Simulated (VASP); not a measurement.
# In4Ru (P4/mmm) in VASP: single point with PBE

Aim: the single point of In4Ru with PBE.

Everything below comes from runs of VASP 6.6.1. Logs are shortened: lines on timing, memory, paths and dates and some standing lists are left out, and cuts for length are marked.

**1. The cell of the first run**

Symmetry: P4/mmm, No. 123, tetragonal system. The conventional cell has a = 7.399 Å, b = 7.399 Å, c = 3.141 Å, α = 90.00°, β = 90.00°, γ = 90.00°. In (site symmetry m2m) has 2 Ru at 2.76 Å and 5 In at 2.87 to 3.20 Å within 3.6 Å. Ru (site symmetry 4/mmm) has 8 In at 2.76 Å and 2 Ru at 3.14 Å within 3.6 Å.

The cell was built from a structure type or drawn by symmetry, and may not be a known phase.

**2. Single point, PBE, collinear spin, ferromagnetic start**

Contents of INCAR:

```
ALGO = Fast
EDIFF = 1E-7
ENCUT = 520
GGA = PE
ISIF = 2
ISMEAR = 0
ISPIN = 2
LASPH = T
LCHARG = T
LELF = T
LMAXMIX = 4
LORBIT = 11
LREAL = F
LVHAR = T
LWAVE = F
MAGMOM = 0 0 0 0 1
NBANDS = 45
NELM = 150
PREC = Accurate
SIGMA = 0.1
```

Contents of KPOINTS:

```
k-points
0
Gamma
  4 4 6
```

Contents of POSCAR:

```
In4Ru
1.0
    7.3990128382      0.0000000000      0.0000000000
    0.0000000000      7.3990128382      0.0000000000
    0.0000000000      0.0000000000      3.1414800768
In Ru
4 1
Direct
    0.1940345422      0.5000000000      0.5000000000
    0.8059654578      0.5000000000      0.5000000000
    0.5000000000      0.1940345422      0.5000000000
    0.5000000000      0.8059654578      0.5000000000
    0.5000000000      0.5000000000      0.0000000000
```

Potentials or basis: VASP PAW PBE potentials, release 64 (In_d, Ru_pv).

Command:

```console
$ cat potpaw_PBE.64/In_d/POTCAR potpaw_PBE.64/Ru_pv/POTCAR > POTCAR
$ mpirun -np 1 vasp_std > vasp.out
```

OUTCAR:

```text
EDIFF = 1E-7
   ENCUT = 520
   GGA = PE
   ISIF = 2
   ISMEAR = 0
   ISPIN = 2
   LASPH = T
   LORBIT = 11
   LREAL = F
   NELM = 150
   PREC = Accurate

 ion  position               nearest neighbor table
   1  0.194  0.500  0.500-   5 2.76   5 2.76   2 2.87   3 3.20   4 3.20
   2  0.806  0.500  0.500-   5 2.76   5 2.76   1 2.87   3 3.20   4 3.20
   3  0.500  0.194  0.500-   5 2.76   5 2.76   4 2.87   2 3.20   1 3.20
   4  0.500  0.806  0.500-   5 2.76   5 2.76   3 2.87   2 3.20   1 3.20
   5  0.500  0.500  0.000-   1 2.76   2 2.76   3 2.76   4 2.76   1 2.76   2 2.76   3 2.76   4 2.76

  LATTYP: Found a simple tetragonal cell.
 ALAT       =     7.3990128382
 C/A-ratio  =     0.4245809739

  Lattice vectors:

 A1 = (   7.3990128382,   0.0000000000,   0.0000000000)
 A2 = (   0.0000000000,   7.3990128382,   0.0000000000)
 A3 = (   0.0000000000,   0.0000000000,   3.1414800768)

Analysis of symmetry for initial positions (statically):
=====================================================================
 Subroutine PRICEL returns:
 Original cell was already a primitive cell.

 Routine SETGRP: Setting up the symmetry group for a
 simple tetragonal supercell.

 Subroutine GETGRP returns: Found 16 space group operations
 (whereof 16 operations were pure point group operations)
 out of a pool of 16 trial point group operations.

The static configuration has the point symmetry D_4h.

Analysis of symmetry for dynamics (positions and initial velocities):
=====================================================================
 Subroutine PRICEL returns:
 Original cell was already a primitive cell.

 Routine SETGRP: Setting up the symmetry group for a
 simple tetragonal supercell.

 Subroutine GETGRP returns: Found 16 space group operations
 (whereof 16 operations were pure point group operations)
 out of a pool of 16 trial point group operations.

The dynamic configuration has the point symmetry D_4h.

Analysis of structural, dynamic, and magnetic symmetry:
=====================================================================
 Subroutine PRICEL returns:
 Original cell was already a primitive cell.

 Routine SETGRP: Setting up the symmetry group for a
 simple tetragonal supercell.

 Subroutine GETGRP returns: Found 16 space group operations
 (whereof 16 operations were pure point group operations)
 out of a pool of 16 trial point group operations.

The overall configuration has the point symmetry D_4h.

 Subroutine INISYM returns: Found 16 space group operations
 (whereof 16 operations are pure point group operations),
 and found     1 'primitive' translations

----------------------------------------------------------------------------------------

                                     Primitive cell

  volume of cell :     171.9816

  direct lattice vectors                    reciprocal lattice vectors
     7.399012838  0.000000000  0.000000000     0.135153165  0.000000000  0.000000000
     0.000000000  7.399012838  0.000000000     0.000000000  0.135153165  0.000000000
     0.000000000  0.000000000  3.141480077     0.000000000  0.000000000  0.318321293

  length of vectors
     7.399012838  7.399012838  3.141480077     0.135153165  0.135153165  0.318321293

  position of ions in fractional coordinates (direct lattice)
     0.194034542  0.500000000  0.500000000
     0.805965458  0.500000000  0.500000000
     0.500000000  0.194034542  0.500000000
     0.500000000  0.805965458  0.500000000
     0.500000000  0.500000000  0.000000000

  ion indices of the primitive-cell ions
   primitive index   ion index
                 1           1
                 2           2
                 3           3
                 4           4
                 5           5

----------------------------------------------------------------------------------------

 KPOINTS: k-points

Automatic generation of k-mesh.
 Grid dimensions read from file:
 generate k-points for:    4    4    6

 Generating k-lattice:

  Cartesian coordinates                     Fractional coordinates (reciprocal lattice)
     0.033788291  0.000000000  0.000000000     0.250000000  0.000000000  0.000000000
     0.000000000  0.033788291  0.000000000     0.000000000  0.250000000  0.000000000
     0.000000000  0.000000000  0.053053549     0.000000000  0.000000000  0.166666667

  Length of vectors
     0.033788291  0.033788291  0.053053549

  Shift w.r.t. Gamma in fractional coordinates (k-lattice)
     0.000000000  0.000000000  0.000000000

 Subroutine IBZKPT returns following result:
 ===========================================

 Found     24 irreducible k-points:

 Following reciprocal coordinates:
            Coordinates               Weight
  0.000000  0.000000  0.000000      1.000000
  0.250000  0.000000  0.000000      4.000000
  0.500000  0.000000  0.000000      2.000000
  0.250000  0.250000  0.000000      4.000000
  0.500000  0.250000  0.000000      4.000000
  0.500000  0.500000  0.000000      1.000000
[... 16 lines left out ...]
  0.500000  0.250000  0.500000      4.000000
  0.500000  0.500000  0.500000      1.000000
   k-points           NKPTS =     24   k-points in BZ     NKDIM =     24   number of bands    NBANDS=     45
   number of dos      NEDOS =    301   number of ions     NIONS =      5
   total plane-waves  NPLWV =  75264
   dimension x,y,z NGX =    56 NGY =   56 NGZ =   24
   dimension x,y,z NGXF=   112 NGYF=  112 NGZF=   48
   ions per type =               4   1
   NGX,Y,Z   is equivalent  to a cutoff of  12.58, 12.58, 12.70 a.u.
   NGXF,Y,Z  is equivalent  to a cutoff of  25.16, 25.16, 25.40 a.u.
 SYSTEM =  unknown system
   PREC   = accura    normal or accurate (medium, high low for compatibility)
   ISTART =      0    job   : 0-new  1-cont  2-samecut
   ICHARG =      2    charge: 1-file 2-atom 10-const
   ISPIN  =      2    spin polarized calculation?
   LNONCOLLINEAR =      F non collinear calculations
   LSORBIT =      F    spin-orbit coupling
   LASPH  =      T    aspherical Exc in radial PAW
   ENCUT  =  520.0 eV  38.22 Ry    6.18 a.u.  13.76 13.76  5.84*2*pi/ulx,y,z
   NELM   =    150;   NELMIN=  2; NELMDL= -5     # of ELM steps
   EDIFF  = 0.1E-06   stopping-criterion for ELM
   LREAL  =      F    real-space projection
   EDIFFG = 0.1E-05   stopping-criterion for IOM
   NSW    =      0    number of steps for IOM
   IBRION =     -1    ionic relax: 0-MD 1-quasi-New 2-CG
   NFREE  =      0    steps in history (QN), initial steepest desc. (CG)
   ISIF   =      2    stress and relaxation
   ISYM   =      2    0-nonsym 1-usesym 2-fastsym
   POTIM  = 0.5000    time-step for ionic-motion
   TEBEG  =    0.0;   TEEND  =   0.0 temperature during run
   PSTRESS=    0.0 pullay stress
   NELECT =      66.0000    total number of electrons
   NUPDOWN=      -1.0000    fix difference up-down
   EMIN   =  10.00;   EMAX   =-10.00  energy-range for DOS
   EFERMI =   0.00;   METHOD = LEGACY
   ISMEAR =     0;   SIGMA  =   0.10  broadening in eV -4-tet -1-fermi 0-gaus
   EFERMI_NEDOS =   21; number of points for ismear=-14 and -15
   IALGO  =     68    algorithm
   IMIX   =      4    mixing-type and parameters
     AMIX     =   0.40;   BMIX     =  1.00
     AMIX_MAG =   1.60;   BMIX_MAG =  1.00
  volume/ion in A,a.u.               =      34.40       232.12
  Fermi-wavevector in a.u.,A,eV,Ry     =   1.189676  2.248162 19.256733  1.415330
  Thomas-Fermi vector in A             =   2.325778
   LORBIT       =     11    0 simple, 1 ext, 2 COOP (PROOUT), +10 PAW based schemes
   GGA     = PE    functional components
   LHFCALC =     F    Hartree Fock is set to
   AEXX    =    0.0000 exact exchange contribution
   IVDW    =     0    specifies the selected vdW correction
   LEPSILON=     F    determine dielectric tensor
   LRPA    =     F    only Hartree local field effects (RPA)
 spin polarized calculation
 RMM-DIIS sequential band-by-band and
 Gauss-broadening in eV      SIGMA  =   0.10
  energy-cutoff  :      520.00
  volume of cell :      171.98
 maximum number of plane-waves:      4668
 NGX is ok and might be reduce to    56
   NGX = 27   NGY = 27   NGZ = 11

 number of electron      66.0000016 magnetization      -0.0000213

 number of electron      66.0000016 magnetization       0.0000079

 Free energy of the ion-electron system (eV)
  ---------------------------------------------------
  ext. energy  EPLUGINS =         0.00000000
  ---------------------------------------------------
  free energy    TOTEN  =       -18.75831919 eV

  energy without entropy =      -18.74168560  energy(sigma->0) =      -18.75000240

 E-fermi :   4.5969     XC(G=0):  -8.2148

 val. band max:        4.4090666479   @ k =   0.2500   0.2500   0.0000
 cond. band min:       4.6174330848   @ k =   0.2500   0.2500   0.1667
 fundamental gap:      0.2083664369
 Fermi energy:         4.5968563275

 spin component 1

 k-point     1 :       0.0000    0.0000    0.0000
  band No.  band energies     occupation
      1     -37.6121      1.00000
      2     -37.6121      1.00000
      3     -37.4829      1.00000
      4     -10.5079      1.00000
      5     -10.4314      1.00000
      6     -10.3831      1.00000
[... 1141 lines left out ...]
     44      10.1681      0.00000
     45      11.4323      0.00000
 Fermi energy:         4.5968563275

 spin component 2

 k-point     1 :       0.0000    0.0000    0.0000
  band No.  band energies     occupation
      1     -37.6121      1.00000
      2     -37.6121      1.00000
      3     -37.4829      1.00000
      4     -10.5079      1.00000
      5     -10.4314      1.00000
      6     -10.3831      1.00000
[... 1141 lines left out ...]
     44      10.1681      0.00000
     45      11.4328      0.00000

------------------------ aborting loop because EDIFF is reached ----------------------------------------

  FORCE on cell =-STRESS in cart. coord.  units (eV):
  Direction    XX          YY          ZZ          XY          YZ          ZX
  --------------------------------------------------------------------------------------
  -------------------------------------------------------------------------------------
  Total       -0.1177217     -0.1177217      0.3994210      0.0000000      0.0000000     -0.0000000
  in kB       -1.0966934     -1.0966934      3.7209990      0.0000000      0.0000000     -0.0000000
  external PRESSURE =       0.5092041 kB  Pullay stress =       0.0000000 kB

 VOLUME and BASIS-vectors are now :
 -----------------------------------------------------------------------------
  energy-cutoff  :      520.00
  volume of cell :      171.98
      direct lattice vectors                 reciprocal lattice vectors
     7.399012838  0.000000000  0.000000000     0.135153165  0.000000000  0.000000000
     0.000000000  7.399012838  0.000000000     0.000000000  0.135153165  0.000000000
     0.000000000  0.000000000  3.141480077     0.000000000  0.000000000  0.318321293

 POSITION                                       TOTAL-FORCE (eV/Angst)
 -----------------------------------------------------------------------------------
      1.43566      3.69951      1.57074         0.044683      0.000000      0.000000
      5.96335      3.69951      1.57074        -0.044683      0.000000      0.000000
      3.69951      1.43566      1.57074        -0.000000      0.044683      0.000000
      3.69951      5.96335      1.57074         0.000000     -0.044683     -0.000000
      3.69951      3.69951      0.00000         0.000000      0.000000      0.000000
 -----------------------------------------------------------------------------------
    total drift:                                0.000000      0.000000      0.000000

  FREE ENERGIE OF THE ION-ELECTRON SYSTEM (eV)
  ---------------------------------------------------
  free  energy   TOTEN  =       -18.7583191924 eV

  energy  without entropy=      -18.7416855984  energy(sigma->0) =      -18.75000240

 total charge

# of ion       s       p       d       tot
------------------------------------------
    1        0.920   0.636   9.859  11.415
    2        0.920   0.636   9.859  11.415
    3        0.920   0.636   9.859  11.415
    4        0.920   0.636   9.859  11.415
    5        0.282   6.185   6.190  12.656
--------------------------------------------------
tot          3.962   8.729  45.626  58.317

 magnetization (x)

# of ion       s       p       d       tot
------------------------------------------
    1       -0.000   0.000   0.000   0.000
    2       -0.000   0.000   0.000   0.000
    3       -0.000   0.000   0.000   0.000
    4       -0.000   0.000   0.000   0.000
    5       -0.000  -0.000  -0.000  -0.000
--------------------------------------------------
tot         -0.000   0.000  -0.000  -0.000
```

It took 13 min on 1 thread of Intel Xeon 8259CL, shared host; peak memory 0.47 GiB.

What came out:

```
Free energy                                           : -18.7583 eV
Pressure                                              : 0.1 GPa
Largest force                                         : 0.045 eV/Å
Band gap on the k mesh                                : zero (filled and empty bands overlap)
Net moment                                            : 0.00 μB per cell
Valence electrons inside the program's atomic spheres : In 11.41; Ru 12.66
```

Forces on the atoms (eV/Å):
```
In   0.045  0.000  0.000
In  -0.045  0.000  0.000
In   0.000  0.045  0.000
In   0.000 -0.045  0.000
Ru   0.000  0.000  0.000
```

Stress tensor (GPa, compression positive):
```
-0.11  0.00  0.00
 0.00 -0.11  0.00
 0.00  0.00  0.37
```

Caveat: spin-orbit coupling is left out, which moves the levels of the heavy elements.
